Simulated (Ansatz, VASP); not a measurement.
**One calculation of Al3O, two programs**

Contents of INCAR:

```
PREC     = Accurate       # precision mode
ENCUT    = 520            # plane-wave cutoff, eV
EDIFF    = 1E-6           # SCF threshold, eV
ISMEAR   = 0              # smearing method
SIGMA    = 0.1            # smearing width, eV
LREAL    = False          # projectors in reciprocal space
LASPH    = True           # aspherical terms in the spheres
NELM     = 100            # most SCF steps
ALGO     = Normal         # electronic algorithm
ISIF     = 2              # what is computed and relaxed
LWAVE    = False          # write WAVECAR
LCHARG   = False          # write CHGCAR
LDIPOL   = True         
IDIPOL   = 3            
DIPOL    = 0.5 0.5 0.346
NBANDS   = 16             # bands
```

File KPOINTS:

```
regular mesh
0
Gamma
  9 9 1
```

The input POSCAR:

```
Al3O
1.0
    2.8168432364      0.0000000000      0.0000000000
    0.0000000000      2.8168432364      0.0000000000
    0.0000000000      0.0000000000     21.1042970937
Al O
3 1
Direct
    0.5000000000      0.5000000000      0.1895348602
    0.0000000000      0.0000000000      0.2867549192
    0.5000000000      0.5000000000      0.3840117042
    0.6666666667      0.6666666667      0.5228459894
```

Input for Ansatz:

```yaml
crystal:
  lattice:
    - [2.8168432364, 0.0, 0.0]
    - [0.0, 2.8168432364, 0.0]
    - [0.0, 0.0, 21.1042970937]
  atoms:
    - { symbol: Al, position: [0.5, 0.5, 0.1895348602] }
    - { symbol: Al, position: [0.0, 0.0, 0.2867549192] }
    - { symbol: Al, position: [0.5, 0.5, 0.3840117042] }
    - { symbol: O, position: [0.6666666667, 0.6666666667, 0.5228459894] }
basis:
  ecutwfc: 420
kpoints:
  mp_grid: { grid: [9, 9, 1] }
hamiltonian:
  xc: lda
scf:
  occupations: { method: gaussian, width: 0.1 }
output:
  forces: true
  eigenvalues: true
efield:
  axis: 3
  dipole_correction: true
  ramp_width: 0.04
```

Alike in both runs: task single point; functional LDA; k mesh 9 × 9 × 1; occupations gaussian, width 0.1 eV; no spin polarisation.

```csv
,VASP,Ansatz
version,VASP 6.6.1,Ansatz 0.2.0
potentials or method,"VASP PAW LDA potentials, release 64 (Al, O), cutoff 520 eV","scalar-relativistic, plane waves, PAW"
valence electrons in the cell,15,15
```

|  | VASP | Ansatz | Ansatz less VASP |
| --- | --- | --- | --- |
| gap on the k mesh at the Fermi level (eV) | none | none | - |
| rms of the force components (eV/Å) | 0.637 | 0.637 | +0.0002 |

LDA's correlation is that of Perdew and Zunger in VASP and of Perdew and Wang (1992) in Ansatz. Atom by atom the forces differ by 0.001 eV/Å (rms over components). A gap of «none» marks a metal or a gap that the smearing closes.
